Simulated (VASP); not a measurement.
Runs of VASP 6.6.1 on Mg. The structure is that of space group Fm-3m (No. 225), or close to it. The cells are those of the table. 

| cell | k mesh | gap on the mesh (eV) | pressure (GPa) |
| --- | --- | --- | --- |
| a = 2.976 Å, angles 60.0°, 1 atom | 18 × 18 × 18 | none | 11.5 |
| a = 3.238 Å, angles 60.0°, 1 atom | 6 × 6 × 6 | none | -1.7 |
| a = 3.211 Å, angles 60.0°, 1 atom | 16 × 16 × 16 | none | -0.5 |
| a = 3.099 Å, angles 60.0°, 1 atom | 8 × 8 × 8 | none | 3.9 |
| a = 3.211 Å, angles 60.0°, 1 atom | 6 × 6 × 6 | none | (a) |
| a = 2.976 Å, angles 60.0°, 1 atom | 8 × 8 × 8 | none | 11.5 |
| a = 3.238 Å, angles 60.0°, 1 atom | 16 × 16 × 16 | none | -1.4 |
| a = 3.099 Å, angles 60.0°, 1 atom | 16 × 16 × 16 | none | 3.9 |

Alike in all rows: task single point; level PBE; potentials or basis VASP PAW PBE potentials, release 64 (Mg); no spin polarisation; cutoff (eV) 520; smearing gaussian 0.1 eV.

Task: Estimate the missing entries.

Result: (a) -0.9.

Caveats: some runs use coarse meshes.

A gap of «none» marks levels without a gap at the run's occupations.
